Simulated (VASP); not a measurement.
**BaTiO3: relaxation of the atoms with PBE**

Crystal: BaTiO3.

```
Ba Ti O
1.0
     2.78945    1.61049    2.28641
    -2.78945    1.61049    2.28641
     0.00000   -3.22098    2.28641
Ba Ti O
1 1 3
Direct
  0.99805 0.99805 0.99805
  0.48636 0.48636 0.48636
  0.51010 0.51010 0.01669
  0.01669 0.51010 0.51010
  0.51010 0.01669 0.51010
```

* Program: VASP 6.6.1
* Task: relaxation of the atoms
* Functional: PBE
* Potentials or basis: VASP PAW PBE potentials, release 64 (Ba_sv, Ti_sv, O)
* Cutoff: 520 eV
* k mesh: 8 × 8 × 8
* Occupations: fermi-dirac, width 0.02 eV
* Spin: no spin polarisation
* Dipole correction: no
* Further INCAR settings: ALGO = Normal; EDIFF = 1e-07; IBRION = 2; EDIFFG = -0.02; NSW = 80

The energy gained by relaxing is 4.3 meV/atom. The ionic steps are 6, the pressure after relaxing is 12.4 GPa and the largest force after relaxing is 0.015 eV/Å. The band gap on the k mesh is 2.01 eV (least direct gap 2.19 eV).

Forces in eV/Å, atoms in the order of the input:
```
Ba   0.000  0.000 -0.001
Ti   0.000  0.000  0.015
O    0.000  0.013 -0.005
O   -0.011 -0.007 -0.005
O    0.011 -0.007 -0.005
```

Stress tensor (GPa, compression positive):
```
12.69  0.00  0.00
 0.00 12.69  0.00
 0.00  0.00 11.90
```

The path:
| step | energy change (eV) | largest force (eV/Å) | pressure (GPa) |
| --- | --- | --- | --- |
| 1 | 0.0000 | 0.4538 | 14.58 |
| 2 | -0.0157 | 0.1705 | 13.26 |
| 3 | -0.0171 | 0.1252 | 12.80 |
| 4 | -0.0199 | 0.0725 | 12.69 |
| 5 | -0.0213 | 0.0408 | 12.55 |
| 6 | -0.0216 | 0.0155 | 12.42 |

Final structure:
```xyz
5
Lattice="2.7895 1.6105 2.2864 -2.7895 1.6105 2.2864 0.0000 -3.2210 2.2864" Properties=species:S:1:pos:R:3 pbc="T T T"
Ba    0.0000    0.0000    0.0105
Ti    0.0000    0.0000    3.3898
O     0.0000    1.6018    2.3449
O    -1.3872   -0.8009    2.3449
O     1.3872   -0.8009    2.3449
```

Levels at points of the mesh, in eV from the valence-band top:
| k point | band 16 | band 17 | band 18 | band 19 | band 20 | band 21 | band 22 | band 23 | band 24 |
| --- | --- | --- | --- | --- | --- | --- | --- | --- | --- |
| (0.00, 0.00, 0.00) | -1.22 | -1.14 | -0.25 | -0.18 | -0.18 | 2.01 | 2.01 | 2.08 | 4.35 |
| (0.50, 0.00, 0.00) | -2.06 | -1.83 | -1.79 | -0.80 | -0.73 | 2.20 | 3.77 | 3.80 | 4.34 |
| (0.50, 0.50, 0.00) | -2.83 | -1.67 | -0.85 | -0.83 | -0.09 | 3.80 | 3.81 | 4.20 | 5.17 |
| (0.50, 0.50, 0.50) | -2.37 | -2.37 | 0.00 | 0.00 | 0.00 | 4.46 | 4.49 | 4.49 | 6.87 |

Wall time 2.7 min on 1 thread of Intel(R) Xeon(R) 6975P-C (Granite Rapids), with other jobs on the host, peak memory 0.24 GiB.

Caveat: spin-orbit coupling is left out, which moves the levels of the heavy elements. A k mesh can miss the band edges.
